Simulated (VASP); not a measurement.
# TaTc: single point with LDA

Crystal: TaTc.

```xyz
2
Lattice="3.1720 0.0000 0.0000 0.0000 3.1720 0.0000 0.0000 0.0000 3.1720" Properties=species:S:1:pos:R:3 pbc="T T T"
Ta    0.0000    0.0000    0.0000
Tc    1.5860    1.5860    1.5860
```

- Program: VASP 6.6.1
- Task: single point
- Functional: LDA
- Potentials or basis: VASP PAW LDA potentials, release 64 (Ta_pv, Tc_pv)
- Cutoff: 500 eV
- k mesh: 7 × 7 × 7
- Occupations: methfessel-paxton, width 0.1 eV
- Spin: no spin polarisation

```yaml
Pressure: -9.0 GPa
Band_gap_on_the_k_mesh: zero (band 12 reaches 9.71 eV, above the bottom of band 13 at 9.13 eV)
```

Levels at points of the mesh, in eV from the Fermi level:
| k point | band 9 | band 10 | band 11 | band 12 | band 13 | band 14 | band 15 | band 16 |
| --- | --- | --- | --- | --- | --- | --- | --- | --- |
| (0.00, 0.00, 0.00) | -5.27 | -1.24 | -1.24 | -1.24 | 2.07 | 2.07 | 5.06 | 5.06 |

Wall time 12 s on 1 thread of Intel Xeon 8259CL, on a shared host, peak memory 0.13 GiB.

Caveat: spin-orbit coupling is left out, which moves the levels of the heavy elements.
